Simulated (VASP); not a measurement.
Wanted: the native input for a VASP 6.6.1 run.

```
Task                   : single point
Functional             : r2SCAN
Potentials or basis    : VASP PAW PBE potentials, release 64 (Sc_sv, Co, O)
Cutoff                 : 520 eV
k mesh                 : 5 × 5 × 5
Occupations            : gaussian, width 0.0293 eV
Spin                   : no spin polarisation
Dipole correction      : no
Further INCAR settings : ALGO = Normal; EDIFF = 1e-07; NBANDS = 43
```

Sc3CoO4:

```
Sc Co O
1.0
     0.00000    4.47891    0.00000
     3.46731    0.00000    0.00000
     1.73366    2.23946   -6.14031
Sc Co O
3 1 4
Direct
  0.00000 0.50000 0.00000
  0.68806 0.68806 0.62388
  0.31194 0.31194 0.37612
  0.50000 0.00000 0.00000
  0.04137 0.87507 0.24986
  0.70877 0.87507 0.24986
  0.95863 0.12493 0.75014
  0.29123 0.12493 0.75014
```

These files were run (other wordings do the same):

POSCAR

```
Sc3CoO4
1.0
    0.0000000000      4.4789126100      0.0000000000
    3.4673135600      0.0000000000      0.0000000000
    1.7336567800      2.2394558000     -6.1403122400
Sc Co O
3 1 4
Direct
    0.0000000000      0.5000000000      0.0000000000
    0.6880600000      0.6880600000      0.6238800000
    0.3119400000      0.3119400000      0.3761200000
    0.5000000000      0.0000000000      0.0000000000
    0.0413700000      0.8750700000      0.2498600000
    0.7087700000      0.8750700000      0.2498600000
    0.9586300000      0.1249300000      0.7501400000
    0.2912300000      0.1249300000      0.7501400000
```

INCAR.step1

```
PREC = Accurate ; ENCUT = 520
ISMEAR = 0 ; SIGMA = 0.0293
LREAL = F ; LASPH = T
NELM = 80 ; NBANDS = 43
GGA = PE ; ALGO = Normal
EDIFF = 1E-4 ; LWAVE = T
LCHARG = F
```

INCAR.step2

```
PREC = Accurate ; ENCUT = 520
EDIFF = 1E-7 ; ISMEAR = 0
SIGMA = 0.0293 ; LREAL = F
LASPH = T ; NELM = 80
ALGO = Normal ; ISIF = 2
LWAVE = F ; LCHARG = T
METAGGA = R2SCAN ; LMIXTAU = T
LELF = T ; LVHAR = T
NBANDS = 43 ; ISTART = 1
```

KPOINTS

```
Automatic mesh
0
Gamma
  5 5 5
```

Potentials or basis: VASP PAW PBE potentials, release 64 (Sc_sv, Co, O).

Launch:

```console
$ cat potpaw_PBE.64/Sc_sv/POTCAR potpaw_PBE.64/Co/POTCAR potpaw_PBE.64/O/POTCAR > POTCAR
$ cp INCAR.step1 INCAR
$ mpirun -np 1 vasp_std > vasp.out
$ cp INCAR.step2 INCAR
$ mpirun -np 1 vasp_std > vasp.out
```

It gave:

```
Pressure               : 3.4 GPa
Largest force          : 9.206 eV/Å
Band gap on the k mesh : zero (bands 33 and 34 overlap by 0.24 eV)
```

Caveat: the k points lie up to 0.38 Å⁻¹ apart; the PAW data sets were made with another functional, which shifts forces and pressure a little; the run has no spin polarisation, though such a crystal can be magnetic; semilocal functionals often make such compounds metallic where correlation or magnetic order opens a gap, which also shifts bond lengths.

Run time: 18 min on 1 thread of Intel Xeon 8259CL, on a shared host, peak memory 0.3 GiB.
